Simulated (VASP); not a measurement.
Wanted: the native input for a VASP 6.6.1 run.

```
Task                   : single point
Functional             : PBE
Potentials or basis    : VASP PAW PBE potentials, release 64 (Ga_d, As)
Cutoff                 : 520 eV
k mesh                 : 6 × 6 × 6
Occupations            : gaussian, width 0.01 eV
Spin                   : no spin polarisation
Dipole correction      : no
Further INCAR settings : ALGO = Normal; EDIFF = 1e-06; NBANDS = 16
```

The structure of GaAs lies in POSCAR:

```
GaAs
1.0
    0.0000000000      2.8428083415      2.8428083415
    2.8428083415      0.0000000000      2.8428083415
    2.8428083415      2.8428083415      0.0000000000
Ga As
1 1
Direct
    0.0000000000      0.0000000000      0.0000000000
    0.2500000000      0.2500000000      0.2500000000
```

This cell differs from its parent crystal: volume changed by -3%.

One way to write it, as run:

INCAR

```
SYSTEM = GaAs
ALGO = Normal ; EDIFF = 1E-6
ENCUT = 520 ; GGA = PE
ISIF = 2 ; ISMEAR = 0
LASPH = .TRUE. ; LCHARG = .TRUE.
LELF = .TRUE. ; LREAL = .FALSE.
LVHAR = .TRUE. ; LWAVE = .FALSE.
NBANDS = 16 ; NELM = 80
PREC = Accurate ; SIGMA = 0.01
```

KPOINTS

```
k-points
0
G
  6 6 6
  0 0 0
```

Potentials or basis: VASP PAW PBE potentials, release 64 (Ga_d, As).

The run is started by

```sh
$ cat potpaw_PBE.64/Ga_d/POTCAR potpaw_PBE.64/As/POTCAR > POTCAR
$ mpirun -np 1 vasp_std > vasp.out
```

Results of the run:

| Item | Value |
| --- | --- |
| Pressure | 2.2 GPa |
| Band gap on the k mesh | 0.39 eV, direct |

Wall time 25 s on 1 thread of Intel(R) Xeon(R) Platinum 8259CL CPU @ 2.50GHz (Skylake/Cascade Lake) (shared host), peak memory 0.16 GiB.
